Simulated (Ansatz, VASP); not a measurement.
One calculation of Si2As3, two programs

```xyz
10
Lattice="3.7078 0.0000 0.0000 -1.8539 3.2111 0.0000 0.0000 0.0000 20.5389" Properties=species:S:1:pos:R:3 pbc="T T T"
Si    0.0000    0.0000   15.4812
Si    0.0000    0.0000   13.1272
Si    0.0000    0.0000    5.0576
Si    0.0000    0.0000    7.4117
As    0.0000    2.1407    0.6787
As    1.8539    1.0704   19.8602
As    0.0000    2.1407   16.5712
As    0.0000    2.1407   12.0384
As    1.8539    1.0704    3.9676
As    1.8539    1.0704    8.5004
```

Alike in both runs: functional PBE; k mesh 5 × 5 × 1; occupations gaussian, width 0.2 eV; no spin polarisation.

Ansatz relaxed the structure, and its values are those at the end. VASP's run is a single point on that final structure, the one shown.

```csv
,VASP,Ansatz
version,VASP 6.6.1,Ansatz 0.2.0
potentials or method,"VASP PAW PBE potentials, release 64 (Si, As), cutoff 520 eV","scalar-relativistic, plane waves, PAW"
valence electrons in the cell,46,106
```

VASP gave:

| Property | Result |
| --- | --- |
| gap on the k mesh at the Fermi level (eV) | 0.61 |
| least direct gap on the mesh (eV) | 1.11 |
| pressure (GPa) | 0.3 |
| rms of the force components (eV/Å) | 0.022 |

Task: What did Ansatz give for the same quantities?

Result: gap on the k mesh at the Fermi level (eV): 0.63; least direct gap on the mesh (eV): 1.15; pressure (GPa): 0.1; rms of the force components (eV/Å): 0.017.

With one functional, cell and mesh, what is left measures potentials, basis and numerics. VASP's potentials hold 46 valence electrons a cell and Ansatz's 106, so a difference there can come from the potentials and not from the codes.
